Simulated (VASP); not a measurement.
Here is a VASP 6.6.1 calculation.

File INCAR:

```
PREC     = Accurate       # precision mode
ENCUT    = 520            # plane-wave cutoff, eV
EDIFF    = 1E-7           # SCF threshold, eV
ISMEAR   = -1             # smearing method
SIGMA    = 0.03           # smearing width, eV
LREAL    = False          # projectors in reciprocal space
LASPH    = True           # aspherical terms in the spheres
NELM     = 80             # most SCF steps
ALGO     = Normal         # electronic algorithm
ISIF     = 2              # what is computed and relaxed
LWAVE    = False          # write WAVECAR
LCHARG   = False          # write CHGCAR
GGA      = CA             # functional
NBANDS   = 7              # bands
```

File KPOINTS:

```
Automatic mesh
0
Gamma
  19 19 19
```

File POSCAR:

```
Mg
1.0
   -1.4765000000      1.4765000000      1.4912650000
    1.4765000000     -1.4765000000      1.4912650000
    1.4765000000      1.4765000000     -1.4912650000
Mg
1
Direct
    0.0000000000      0.0000000000      0.0000000000
```

Potentials or basis: VASP PAW LDA potentials, release 64 (Mg).

Run with:

```sh
$ cat potpaw_LDA.64/Mg/POTCAR > POTCAR
$ mpirun -np 1 vasp_std > vasp.out
```

Q: What does it give for the pressure?

A: 53.7 GPa.

Q: What does it give for the band gap on the k mesh?

A: Zero (band 1 reaches 9.71 eV, above the bottom of band 2 at 5.39 eV).

Caveat: the cell differs from its parent crystal (zz strain of +1 %).
